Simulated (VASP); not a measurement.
Input of a VASP 6.6.1 run:

File INCAR:

```
SYSTEM = Mo
PREC     = Accurate       ! precision mode
ENCUT    = 520            ! plane-wave cutoff, eV
EDIFF    = 1E-6           ! SCF threshold, eV
ISMEAR   = -1             ! smearing method
SIGMA    = 0.1            ! smearing width, eV
LREAL    = .False.        ! projectors in reciprocal space
LASPH    = .True.         ! aspherical terms in the spheres
NELM     = 100            ! most SCF steps
ALGO     = Normal         ! electronic algorithm
ISIF     = 2              ! what is computed and relaxed
LWAVE    = .False.        ! write WAVECAR
LCHARG   = .False.        ! write CHGCAR
GGA      = RP             ! functional
NBANDS   = 13             ! bands
```

File KPOINTS:

```
Automatic mesh
0
Gamma
  22 22 22
  0 0 0
```

Contents of POSCAR:

```
Mo
1.0
    0.0000000000      2.0110960468      2.0110960468
    2.0110960468      0.0000000000      2.0110960468
    2.0110960468      2.0110960468      0.0000000000
Mo
1
Direct
    0.0000000000      0.0000000000      0.0000000000
```

Potentials or basis: VASP PAW PBE potentials, release 64 (Mo_sv).

Command:

```console
$ cat potpaw_PBE.64/Mo_sv/POTCAR > POTCAR
$ mpirun -np 1 vasp_std > vasp.out
```

Q: Predict the band gap on the k mesh.

A: Zero (bands 7 and 8 overlap by 4.59 eV).

Q: What does it give for the pressure?

A: 0.5 GPa.

Caveat: the PAW data sets were made with another functional, which shifts forces and pressure a little.
